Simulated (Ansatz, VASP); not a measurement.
**One calculation of ReSb, two programs**

INCAR

```
SYSTEM = ReSb
PREC = Accurate ; ENCUT = 560
EDIFF = 1E-6 ; ISMEAR = -1
SIGMA = 0.08 ; LREAL = .FALSE.
LASPH = .TRUE. ; NELM = 120
ALGO = Normal ; ISIF = 2
LWAVE = .FALSE. ; LCHARG = .FALSE.
GGA = PE ; NBANDS = 22
GGA_COMPAT = .FALSE.
```

Contents of KPOINTS:

```
regular mesh
0
G
  12 12 12
  0 0 0
```

The input POSCAR:

```
ReSb
1.0
    0.0000000000      2.3090901639      2.3090901639
    2.3090901639      0.0000000000      2.3090901639
    2.3090901639      2.3090901639      0.0000000000
Re Sb
1 1
Direct
    0.0000000000      0.0000000000      0.0000000000
    0.2500000000      0.2500000000      0.2500000000
```

Input for Ansatz:

```yaml
crystal:
  lattice:
    - [0.0, 2.3090901639, 2.3090901639]
    - [2.3090901639, 0.0, 2.3090901639]
    - [2.3090901639, 2.3090901639, 0.0]
  atoms:
    - { symbol: Re, position: [0.0, 0.0, 0.0] }
    - { symbol: Sb, position: [0.25, 0.25, 0.25] }
kpoints:
  mp_grid: { grid: [12, 12, 12] }
  band_path:
    path:
      - [0.0, 0.0, 0.0]
      - [-0.5, -0.5, 0.0]
      - [-0.375, -0.375, 0.25]
      - [-0.375, 0.0, 0.375]
      - [0.0, 0.0, 0.0]
      - [0.0, 0.0, 0.5]
      - [-0.5, -0.25, 0.25]
      - [-0.5, -0.5, 0.0]
    npoints: 8
scf:
  occupations: { method: fermi_dirac, width: 0.08 }
hamiltonian:
  xc: pbe
  pseudopotentials: { kind: paw }
output:
  forces: true
  stress: true
  eigenvalues: true
  populations: true
  dos: { projected: true, de: 0.2, e_range: [-14, 8] }
  write_density: true
  write_potential: true
  elf: true
  volumetric_format: npy
```

Change from the starting cell: volume scaled by 0.45, PAW files.

Alike in both runs: task single point; functional PBE; k mesh 12 × 12 × 12; occupations fermi-dirac, width 0.08 eV; no spin polarisation.

|  | VASP | Ansatz |
| --- | --- | --- |
| version | VASP 6.6.1 | Ansatz 0.2.0 |
| potentials or method | VASP PAW PBE potentials, release 64 (Re_sv_GW, Sb_d_GW) | PAW with Ansatz's default frozen-core files, scalar-relativistic |
| plane-wave cutoff (eV) | 560 | 420 |
| valence electrons in the cell | 30 | 30 |

Ansatz gave:

- pressure (GPa): 432.3

Question: Estimate VASP's values.

Answer: Pressure (GPa): 434.2.

Both programs put the cell under a high pressure, so it lies far from rest at this level. The functional is the same, so the differences come from potentials, cutoffs and numerics.

Spin-orbit coupling is off throughout. Noted on VASP's run: the cell as given lies far from equilibrium.
